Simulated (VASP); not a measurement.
Here is a VASP 6.6.1 calculation.

File INCAR:

```
PREC = Accurate ; ENCUT = 520
EDIFF = 1E-6 ; ISMEAR = 0
SIGMA = 0.15 ; LREAL = False
LASPH = True ; NELM = 60
ALGO = Normal ; ISIF = 2
LWAVE = False ; LCHARG = True
GGA = PS ; LELF = True
LVHAR = True ; NBANDS = 15
```

KPOINTS

```
Automatic mesh
0
Gamma
  24 24 18
```

The input POSCAR:

```
TiSi
1.0
    1.6963771604     -1.9444511036      0.0000000000
    1.6963771604      1.9444511036      0.0000000000
    0.0000000000      0.0000000000      4.2828858775
Ti Si
1 1
Direct
    0.5000000000      0.5000000000      0.0000000000
    0.0000000000      0.0000000000      0.5000000000
```

Potentials or basis: VASP PAW PBE potentials, release 64 (Ti_sv, Si).

Command:

```console
$ cat potpaw_PBE.64/Ti_sv/POTCAR potpaw_PBE.64/Si/POTCAR > POTCAR
$ mpirun -np 1 vasp_std > vasp.out
```

Predict the pressure.

-1.1 GPa.

Estimate the band gap on the k mesh.

zero (bands 8 and 9 overlap by 1.78 eV).

Stress tensor (GPa, compression positive):
```
  7.80   0.00   0.00
  0.00   8.10   0.00
  0.00   0.00 -19.28
```

Caveat: the stress differs along the axes, from -19 to 8 GPa; the PAW data sets were made with another functional, which shifts forces and pressure a little.
